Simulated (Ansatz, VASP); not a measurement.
InCu2 in VASP and in Ansatz

```
CELL_PARAMETERS angstrom
4.29430 0.00000 0.00000
-2.14715 3.71897 0.00000
0.00000 0.00000 5.23280
ATOMIC_POSITIONS crystal
In 0.33333 0.66667 0.75000
In 0.66667 0.33333 0.25000
Cu 0.33333 0.66667 0.25000
Cu 0.66667 0.33333 0.75000
Cu 0.00000 0.00000 0.00000
Cu 0.00000 0.00000 0.50000
```

Alike in both runs: task relaxation of cell and atoms; functional LDA; k mesh 9 × 9 × 6; occupations fermi-dirac, width 0.05 eV; no spin polarisation.

|  | VASP | Ansatz |
| --- | --- | --- |
| version | VASP 6.6.1 | Ansatz 0.2.0 |
| potentials or method | VASP PAW LDA potentials, release 64 (In_d, Cu) | PAW with Ansatz's default frozen-core files, scalar-relativistic |
| plane-wave cutoff (eV) | 600 | 420 |
| valence electrons in the cell | 70 | 102 |

```tsv
	VASP	Ansatz	Ansatz less VASP
relaxed volume (Å³/atom)	14.17	14.10	-0.066
relaxed cell length with the largest relative difference (Å)	4.335	4.328	-0.0071
```

LDA's correlation is that of Perdew and Zunger in VASP and of Perdew and Wang (1992) in Ansatz. VASP's potentials hold 70 valence electrons a cell and Ansatz's 102, so a difference there can come from the potentials and not from the codes.
